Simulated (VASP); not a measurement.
# Bi2Se3 (R-3m) in VASP: notebook

Runs on Bi2Se3. Level: PBEsol. Tasks: relaxation of cell and atoms.

Everything below comes from runs of VASP 6.6.1. Logs are shortened: lines on timing, memory, paths and dates and some standing lists are left out, and cuts for length are marked.

## (1) The cell of the first run

Symmetry: R-3m, No. 166, trigonal system. Conventional cell: a = 4.143 Å, b = 4.143 Å, c = 28.636 Å, α = 90.00°, β = 90.00°, γ = 120.00°. Bi (site symmetry 3m) has 6 Se at 2.85 to 3.07 Å within 3.8 Å. Se (site symmetry -3m) has 6 Bi at 3.07 Å and 12 Se at 4.14 to 4.23 Å within 4.3 Å. Within 3.8 Å of Se (site symmetry 3m) lie 3 Bi at 2.85 Å and 3 Se at 3.52 Å.

## (2) Relaxation of cell and atoms, PBEsol

The input, INCAR:

```
PREC     = Accurate       # precision mode
ENCUT    = 600            # plane-wave cutoff, eV
EDIFF    = 1E-6           # SCF threshold, eV
ISMEAR   = 0              # smearing method
SIGMA    = 0.03           # smearing width, eV
LREAL    = F              # projectors in reciprocal space
LASPH    = T              # aspherical terms in the spheres
NELM     = 80             # most SCF steps
ALGO     = Normal         # electronic algorithm
ISIF     = 3              # what is computed and relaxed
LWAVE    = F              # write WAVECAR
LCHARG   = F              # write CHGCAR
GGA      = PS             # functional
IBRION   = 2              # ionic algorithm
NSW      = 90             # ionic steps
EDIFFG   = -0.01          # ionic threshold
KPAR     = 2
```

The input, KPOINTS:

```
regular mesh
0
Gamma
  8 8 8
```

The input, POSCAR:

```
Bi2Se3
1.0
    2.0715000000      1.1959810826      9.5453333333
   -2.0715000000      1.1959810826      9.5453333333
    0.0000000000     -2.3919621653      9.5453333333
Bi Se
2 3
Direct
    0.4008000000      0.4008000000      0.4008000000
    0.5992000000      0.5992000000      0.5992000000
    0.0000000000      0.0000000000      0.0000000000
    0.2117000000      0.2117000000      0.2117000000
    0.7883000000      0.7883000000      0.7883000000
```

Potentials or basis: VASP PAW PBE potentials, release 64 (Bi_d, Se).

The run is started by

```bash
$ cat potpaw_PBE.64/Bi_d/POTCAR potpaw_PBE.64/Se/POTCAR > POTCAR
$ mpirun -np 2 vasp_std > vasp.out
```

OUTCAR:

```text
PREC = Accurate
   ENCUT = 600
   EDIFF = 1E-6
   ISMEAR = 0
   LREAL = F
   LASPH = T
   NELM = 80
   ISIF = 3
   GGA = PS
   IBRION = 2
   NSW = 90
   EDIFFG = -0.01

 ion  position               nearest neighbor table
   1  0.401  0.401  0.401-   5 2.85   5 2.85   5 2.85   3 3.07   3 3.07   3 3.07
   2  0.599  0.599  0.599-   4 2.85   4 2.85   4 2.85   3 3.07   3 3.07   3 3.07
   3  0.000  0.000  0.000-   2 3.07   2 3.07   1 3.07   1 3.07   2 3.07   1 3.07
   4  0.212  0.212  0.212-   2 2.85   2 2.85   2 2.85
   5  0.788  0.788  0.788-   1 2.85   1 2.85   1 2.85

  LATTYP: Found a trigonal (rhomboedric) cell.
 ALAT       =     9.8404710987
 COS(alpha) =     0.9113725833

  Lattice vectors:

 A1 = (   2.0715000000,   1.1959810826,   9.5453333333)
 A2 = (  -2.0715000000,   1.1959810826,   9.5453333333)
 A3 = (   0.0000000000,  -2.3919621653,   9.5453333333)

Analysis of symmetry for initial positions (statically):
=====================================================================
 Subroutine PRICEL returns:
 Original cell was already a primitive cell.

 Routine SETGRP: Setting up the symmetry group for a
 trigonal (rhombohedral) supercell.

 Subroutine GETGRP returns: Found 12 space group operations
 (whereof 12 operations were pure point group operations)
 out of a pool of 12 trial point group operations.

The static configuration has the point symmetry D_3d.

Analysis of symmetry for dynamics (positions and initial velocities):
=====================================================================
 Subroutine PRICEL returns:
 Original cell was already a primitive cell.

 Routine SETGRP: Setting up the symmetry group for a
 trigonal (rhombohedral) supercell.

 Subroutine GETGRP returns: Found 12 space group operations
 (whereof 12 operations were pure point group operations)
 out of a pool of 12 trial point group operations.

The dynamic configuration has the point symmetry D_3d.

 Subroutine INISYM returns: Found 12 space group operations
 (whereof 12 operations are pure point group operations),
 and found     1 'primitive' translations

----------------------------------------------------------------------------------------

                                     Primitive cell

  volume of cell :     141.8899

  direct lattice vectors                    reciprocal lattice vectors
     2.071500000  1.195981083  9.545333333     0.241370987  0.139355604  0.034921078
    -2.071500000  1.195981083  9.545333333    -0.241370987  0.139355604  0.034921078
[... 101 lines left out ...]
   PSTRESS=    0.0 pullay stress
   NELECT =      48.0000    total number of electrons
   NUPDOWN=      -1.0000    fix difference up-down
   EMIN   =  10.00;   EMAX   =-10.00  energy-range for DOS
   EFERMI =   0.00;   METHOD = LEGACY
   ISMEAR =     0;   SIGMA  =   0.03  broadening in eV -4-tet -1-fermi 0-gaus
   EFERMI_NEDOS =   21; number of points for ismear=-14 and -15
   IALGO  =     38    algorithm
   IMIX   =      4    mixing-type and parameters
     AMIX     =   0.40;   BMIX     =  1.00
     AMIX_MAG =   1.60;   BMIX_MAG =  1.00
  volume/ion in A,a.u.               =      28.38       191.50
  Fermi-wavevector in a.u.,A,eV,Ry     =   1.140700  2.155610 17.703848  1.301196
  Thomas-Fermi vector in A             =   2.277401
   LORBIT       =      0    0 simple, 1 ext, 2 COOP (PROOUT), +10 PAW based schemes
   GGA     = PS    functional components
   LHFCALC =     F    Hartree Fock is set to
   AEXX    =    0.0000 exact exchange contribution
   IVDW    =     0    specifies the selected vdW correction
   LEPSILON=     F    determine dielectric tensor
   LRPA    =     F    only Hartree local field effects (RPA)
 conjugate gradient relaxation of ions
 non-spin polarized calculation
 Gauss-broadening in eV      SIGMA  =   0.03
  energy-cutoff  :      600.00
  volume of cell :      141.89
 maximum number of plane-waves:      4758
   NGX = 39   NGY = 39   NGZ = 39

--------------------------------------- Ionic step        1  -------------------------------------------

 number of electron      47.9999997 magnetization

 Free energy of the ion-electron system (eV)
  ---------------------------------------------------
  ext. energy  EPLUGINS =         0.00000000
  ---------------------------------------------------
  free energy    TOTEN  =       -22.04868304 eV

  energy without entropy =      -22.04868262  energy(sigma->0) =      -22.04868283

------------------------ aborting loop because EDIFF is reached ----------------------------------------

  FORCE on cell =-STRESS in cart. coord.  units (eV):
  Direction    XX          YY          ZZ          XY          YZ          ZX
  --------------------------------------------------------------------------------------
  -------------------------------------------------------------------------------------
  Total       -0.2235980     -0.2235980     -0.2003771      0.0000000      0.0000000      0.0000000
  in kB       -2.5248000     -2.5248000     -2.2625959      0.0000000      0.0000000      0.0000000
  external PRESSURE =      -2.4373986 kB  Pullay stress =       0.0000000 kB
[... 143 lines left out ...]
--------------------------------------- Ionic step        5  -------------------------------------------

 number of electron      48.0000004 magnetization

 Free energy of the ion-electron system (eV)
  ---------------------------------------------------
  ext. energy  EPLUGINS =         0.00000000
  ---------------------------------------------------
  free energy    TOTEN  =       -22.05243540 eV

  energy without entropy =      -22.05243317  energy(sigma->0) =      -22.05243428

 E-fermi :   4.9936     XC(G=0):  -9.7190

 val. band max:        4.9383453341   @ k =   0.0000   0.0000   0.0000
 cond. band min:       5.0487580253   @ k =   0.0000   0.0000   0.0000
 fundamental gap:      0.1104126912
 Fermi energy:         4.9935516706

 k-point     1 :       0.0000    0.0000    0.0000
  band No.  band energies     occupation
      1     -18.1208      2.00000
      2     -18.1208      2.00000
      3     -18.1187      2.00000
      4     -18.1187      2.00000
      5     -18.1106      2.00000
      6     -18.1079      2.00000
[... 733 lines left out ...]
     27       6.8787      0.00000
     28       7.7262      0.00000

 [... further k-points ...]

------------------------ aborting loop because EDIFF is reached ----------------------------------------

  FORCE on cell =-STRESS in cart. coord.  units (eV):
  Direction    XX          YY          ZZ          XY          YZ          ZX
  --------------------------------------------------------------------------------------
  -------------------------------------------------------------------------------------
  Total        0.0061845      0.0061845     -0.0066586      0.0000000      0.0000000      0.0000000
  in kB        0.0703730      0.0703730     -0.0757685      0.0000000      0.0000000      0.0000000
  external PRESSURE =       0.0216592 kB  Pullay stress =       0.0000000 kB
[... 20 lines left out ...]
  FREE ENERGIE OF THE ION-ELECTRON SYSTEM (eV)
  ---------------------------------------------------
  free  energy   TOTEN  =       -22.0524354020 eV

  energy  without entropy=      -22.0524331653  energy(sigma->0) =      -22.05243428

 reached required accuracy - stopping structural energy minimisation
```

OSZICAR:

```text
N       E                     dE             d eps       ncg     rms          rms(c)
DAV:   1     0.498047925400E+03    0.49805E+03   -0.25047E+04  3640   0.197E+03
DAV:   2     0.413309822483E+02   -0.45672E+03   -0.44548E+03  3724   0.477E+02
[... 40 lines left out ...]
DAV:   1    -0.220531605248E+02   -0.90426E-03   -0.68108E-02  5564   0.216E+00    0.158E-01
DAV:   2    -0.220525607901E+02    0.59973E-03   -0.21697E-03  4560   0.500E-01    0.656E-02
DAV:   3    -0.220524294891E+02    0.13130E-03   -0.63664E-04  4892   0.283E-01    0.112E-02
DAV:   4    -0.220524330290E+02   -0.35399E-05   -0.22190E-05  4208   0.341E-02    0.608E-03
DAV:   5    -0.220524345685E+02   -0.15394E-05   -0.34083E-06  2920   0.181E-02    0.365E-03
DAV:   6    -0.220524354020E+02   -0.83355E-06   -0.66415E-07  1940   0.755E-03
   5 F= -.22052435E+02 E0= -.22052434E+02  d E =-.314000E-03
```

Run time: 46 min. Hardware: 2 MPI ranks of Intel Xeon Platinum 8488C (Sapphire Rapids), shared host; peak memory 1.2 GiB.

Results:

```yaml
Free_energy: -22.0524 eV
Relaxed_volume: 28.16 Å³/atom
Relaxed_cell: a = 9.817 Å, b = 9.817 Å, c = 9.817 Å, α = 24.30°, β = 24.30°, γ = 24.30°
Space_group_after_relaxing_to_0.1_Å: R-3m (No. 166)
Energy_gained_by_relaxing: 0.8 meV/atom
Ionic_steps: 5
Pressure_after_relaxing: 0.0 GPa
Largest_force_after_relaxing: 0.006 eV/Å
Band_gap_on_the_k_mesh: 0.11 eV
```

Forces in eV/Å, atoms in the order of the input:
```
Bi   0.000  0.000  0.006
Bi   0.000  0.000 -0.006
Se   0.000  0.000  0.000
Se   0.000  0.000 -0.002
Se   0.000  0.000  0.002
```

Step by step:
| step | energy change (eV) | largest force (eV/Å) | pressure (GPa) | volume (Å³) |
| --- | --- | --- | --- | --- |
| 1 | 0.0000 | 0.1662 | -0.24 | 141.89 |
| 2 | -0.0031 | 0.0798 | 0.02 | 141.01 |
| 3 | -0.0034 | 0.0433 | 0.18 | 140.53 |
| 4 | -0.0036 | 0.0384 | -0.11 | 141.00 |
| 5 | -0.0038 | 0.0065 | 0.00 | 140.80 |

Final structure:
```
Bi Se
1.0
     2.06594    1.19277    9.52319
    -2.06594    1.19277    9.52319
     0.00000   -2.38554    9.52319
Bi Se
2 3
Direct
  0.40029 0.40029 0.40029
  0.59971 0.59971 0.59971
  0.00000 0.00000 0.00000
  0.21143 0.21143 0.21143
  0.78857 0.78857 0.78857
```

Caveat: the PAW data sets were made with another functional, which shifts forces and pressure a little; spin-orbit coupling is left out, which moves the levels of the heavy elements. A k mesh can miss the band edges.

## (3) Relaxation of cell and atoms, PBEsol

This run uses another cell than the first one, of 28.16 Å³/atom.

Edit INCAR of step 2 so:

```diff
@@ -2,3 +2,3 @@
 ENCUT    = 600            # plane-wave cutoff, eV
-EDIFF    = 1E-6           # SCF threshold, eV
+EDIFF    = 1E-7           # SCF threshold, eV
 ISMEAR   = 0              # smearing method
@@ -15,3 +15,3 @@
 NSW      = 90             # ionic steps
-EDIFFG   = -0.01          # ionic threshold
+EDIFFG   = -0.005         # ionic threshold
 KPAR     = 2
```

KPOINTS is that of step 2.

The input, POSCAR:

```
Bi2Se3                                  
1.0
    2.0659355075      1.1927684214      9.5231892464
   -2.0659355075      1.1927684214      9.5231892464
    0.0000000000     -2.3855368428      9.5231892464
  Bi              Se            
     2     3
Direct
     0.4002891862580206    0.4002891862580206    0.4002891862580206
     0.5997108137419794    0.5997108137419794    0.5997108137419794
     0.0000000000000000    0.0000000000000000    0.0000000000000000
     0.2114285618617105    0.2114285618617105    0.2114285618617104
     0.7885714381382896    0.7885714381382896    0.7885714381382896
```

Potentials or basis: VASP PAW PBE potentials, release 64 (Bi_d, Se).

The run is started by

```bash
$ cat potpaw_PBE.64/Bi_d/POTCAR potpaw_PBE.64/Se/POTCAR > POTCAR
$ mpirun -np 2 vasp_std > vasp.out
```

It took 19 min on 2 MPI ranks of Intel Xeon Platinum 8488C (Sapphire Rapids), shared host; peak memory 1.2 GiB.

The run converged. Its results:

```yaml
Free_energy: -22.0523 eV
Relaxed_volume: 28.17 Å³/atom
Relaxed_cell: a = 9.818 Å, b = 9.818 Å, c = 9.818 Å, α = 24.30°, β = 24.30°, γ = 24.30°
Space_group_after_relaxing_to_0.1_Å: R-3m (No. 166)
Energy_gained_by_relaxing: 0.0 meV/atom
Ionic_steps: 2
Pressure_after_relaxing: 0.0 GPa
Largest_force_after_relaxing: 0.005 eV/Å
Band_gap_on_the_k_mesh: 0.11 eV
```

Forces in eV/Å, atoms in the order of the input:
```
Bi   0.000  0.000  0.005
Bi   0.000  0.000 -0.005
Se   0.000  0.000  0.000
Se   0.000  0.000 -0.001
Se   0.000  0.000  0.001
```

Final structure:
```
Bi Se
1.0
     2.06624    1.19294    9.52347
    -2.06624    1.19294    9.52347
     0.00000   -2.38589    9.52347
Bi Se
2 3
Direct
  0.40030 0.40030 0.40030
  0.59970 0.59970 0.59970
  0.00000 0.00000 0.00000
  0.21143 0.21143 0.21143
  0.78857 0.78857 0.78857
```

Levels at points of the mesh, in eV from the valence-band top:
```csv
k point,band 21,band 22,band 23,band 24,band 25,band 26,band 27,band 28
"(0.00, 0.00, 0.00)",-1.86,-1.23,-1.23,0.00,0.11,1.32,1.32,2.08
"(0.50, 0.00, 0.00)",-3.03,-2.25,-1.26,-0.58,0.75,1.82,2.92,3.08
"(0.50, 0.50, 0.00)",-1.96,-1.95,-1.71,-1.04,1.25,1.88,2.52,2.96
"(0.50, 0.50, 0.50)",-1.58,-1.44,-1.44,-0.53,0.61,1.63,1.63,1.99
```

Caveat: the PAW data sets were made with another functional, which shifts forces and pressure a little; spin-orbit coupling is left out, which moves the levels of the heavy elements. A k mesh can miss the band edges.

## (4) Relaxation of cell and atoms, PBEsol

The input, INCAR:

```
SYSTEM = Bi2Se3
PREC = Accurate
ENCUT = 600
EDIFF = 1E-6
ISMEAR = 0
SIGMA = 0.03
LREAL = .FALSE.
LASPH = .TRUE.
NELM = 80
ALGO = Normal
ISIF = 3
LWAVE = .FALSE.
LCHARG = .FALSE.
GGA = PS
IBRION = 2
NSW = 90
EDIFFG = -0.01
KPAR = 2
```

The input, KPOINTS:

```
regular mesh
0
G
  8 8 8
  0 0 0
```

The input, POSCAR:

```
Bi2Se3
1.0
    2.0715000000      1.1959810826      9.5453333333
   -2.0715000000      1.1959810826      9.5453333333
    0.0000000000     -2.3919621653      9.5453333333
Bi Se
2 3
Direct
    0.4008000000      0.4008000000      0.4008000000
    0.5992000000      0.5992000000      0.5992000000
    0.0000000000      0.0000000000      0.0000000000
    0.2117000000      0.2117000000      0.2117000000
    0.7883000000      0.7883000000      0.7883000000
```

The run is started by

```bash
$ cat potpaw_PBE.64/Bi_d/POTCAR potpaw_PBE.64/Se/POTCAR > POTCAR
$ mpirun -np 2 vasp_std > vasp.out
```

It took 23 min on 2 MPI ranks of Intel Xeon 6975P-C (Granite Rapids), shared host; peak memory 1.2 GiB.

It converged, with:

```yaml
Free_energy: -22.0524 eV
Relaxed_volume: 28.16 Å³/atom
Relaxed_cell: a = 9.817 Å, b = 9.817 Å, c = 9.817 Å, α = 24.30°, β = 24.30°, γ = 24.30°
Space_group_after_relaxing_to_0.1_Å: R-3m (No. 166)
Energy_gained_by_relaxing: 0.8 meV/atom
Ionic_steps: 5
Pressure_after_relaxing: 0.0 GPa
Largest_force_after_relaxing: 0.006 eV/Å
Band_gap_on_the_k_mesh: 0.11 eV
```

Forces on the atoms (eV/Å):
```
Bi   0.000  0.000  0.006
Bi   0.000  0.000 -0.006
Se   0.000  0.000  0.000
Se   0.000  0.000 -0.002
Se   0.000  0.000  0.002
```

Step by step:
| step | energy change (eV) | largest force (eV/Å) | pressure (GPa) | volume (Å³) |
| --- | --- | --- | --- | --- |
| 1 | 0.0000 | 0.1662 | -0.24 | 141.89 |
| 2 | -0.0031 | 0.0798 | 0.02 | 141.01 |
| 3 | -0.0034 | 0.0433 | 0.18 | 140.53 |
| 4 | -0.0036 | 0.0384 | -0.11 | 141.00 |
| 5 | -0.0038 | 0.0065 | 0.00 | 140.80 |

Final structure:
```
CELL_PARAMETERS angstrom
2.06594 1.19277 9.52319
-2.06594 1.19277 9.52319
0.00000 -2.38554 9.52319
ATOMIC_POSITIONS crystal
Bi 0.40029 0.40029 0.40029
Bi 0.59971 0.59971 0.59971
Se 0.00000 0.00000 0.00000
Se 0.21143 0.21143 0.21143
Se 0.78857 0.78857 0.78857
```

Levels at points of the mesh, in eV from the valence-band top:
| k point | band 20 | band 21 | band 22 | band 23 | band 24 | band 25 | band 26 | band 27 | band 28 |
| --- | --- | --- | --- | --- | --- | --- | --- | --- | --- |
| (0.00, 0.00, 0.00) | -1.86 | -1.86 | -1.24 | -1.24 | 0.00 | 0.11 | 1.32 | 1.32 | 2.08 |
| (0.50, 0.00, 0.00) | -3.08 | -3.03 | -2.25 | -1.26 | -0.58 | 0.75 | 1.82 | 2.92 | 3.08 |
| (0.50, 0.50, 0.00) | -2.57 | -1.96 | -1.95 | -1.71 | -1.04 | 1.25 | 1.88 | 2.52 | 2.96 |
| (0.50, 0.50, 0.50) | -1.61 | -1.57 | -1.44 | -1.44 | -0.53 | 0.61 | 1.63 | 1.63 | 1.99 |

Caveat: the PAW data sets were made with another functional, which shifts forces and pressure a little; spin-orbit coupling is left out, which moves the levels of the heavy elements. A k mesh can miss the band edges.

(Continued in part 2 of 2.)
